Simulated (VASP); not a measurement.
**C: single point with PBE**

C:

```
C
1.0
     1.77209    0.00000    0.00000
     0.00000    1.77209    0.00000
     0.00000    0.00000    1.77209
C
1
Direct
  0.00000 0.00000 0.00000
```

```yaml
Program: VASP 6.6.1
Task: single point
Functional: PBE
Potentials_or_basis: VASP PAW PBE potentials, release 64 (C)
Cutoff: 520 eV
k_mesh: 14 × 14 × 14
Occupations: fermi-dirac, width 0.05 eV
Spin: no spin polarisation
```

The pressure is 0.4 GPa and the band gap on the k mesh is zero (band 2 reaches 20.25 eV, above the bottom of band 3 at 8.12 eV).

Levels at points of the mesh, in eV from the Fermi level:
```csv
k point,band 1,band 2,band 3,band 4,band 5,band 6,band 7
"(0.00, 0.00, 0.00)",-22.46,9.05,9.05,9.05,25.22,25.22,30.85
"(0.50, 0.00, 0.00)",-13.00,-12.52,12.36,12.36,29.40,33.05,39.26
"(0.50, 0.50, 0.00)",-6.36,-6.36,-3.08,7.87,15.05,41.37,41.37
"(0.50, 0.50, 0.50)",-1.30,-1.30,-1.30,8.25,17.17,17.17,17.17
```

Wall time 3.3 s on 1 thread of Intel(R) Xeon(R) Platinum 8259CL CPU @ 2.50GHz (Skylake/Cascade Lake), with other jobs on the host, peak memory 0.1 GiB.
